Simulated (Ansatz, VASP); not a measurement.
**One calculation of BaP, two programs**

```
Ba P
1.0
     5.11299    0.00000    0.00000
    -2.55650    4.42798    0.00000
     0.00000    0.00000    5.05996
Ba P
2 2
Cartesian
  0.0000 2.9520 0.0000
  2.5565 1.4760 0.0000
  0.0000 2.9520 2.5300
  2.5565 1.4760 2.5300
```

Alike in both runs: task single point; functional PBE; k mesh 6 × 6 × 4; occupations gaussian, width 0.1 eV; no spin polarisation.

|  | VASP | Ansatz |
| --- | --- | --- |
| version | VASP 6.6.1 | Ansatz 0.2.0 |
| potentials or method | VASP PAW PBE potentials, release 64 (Ba_sv, P), cutoff 520 eV | scalar-relativistic, plane waves, PAW |
| valence electrons in the cell | 30 | 30 |

```csv
,VASP,Ansatz,Ansatz less VASP
gap on the k mesh at the Fermi level (eV),none,none,-
pressure (GPa),23.5,21.0,-2.50
"traceless stress, the component that is largest in VASP (GPa)",26.21,24.69,-1.525
```

A gap of «none» marks a metal or a gap that the smearing closes. With one functional, cell and mesh, what is left measures potentials, basis and numerics.

Neither program's run includes spin-orbit coupling.
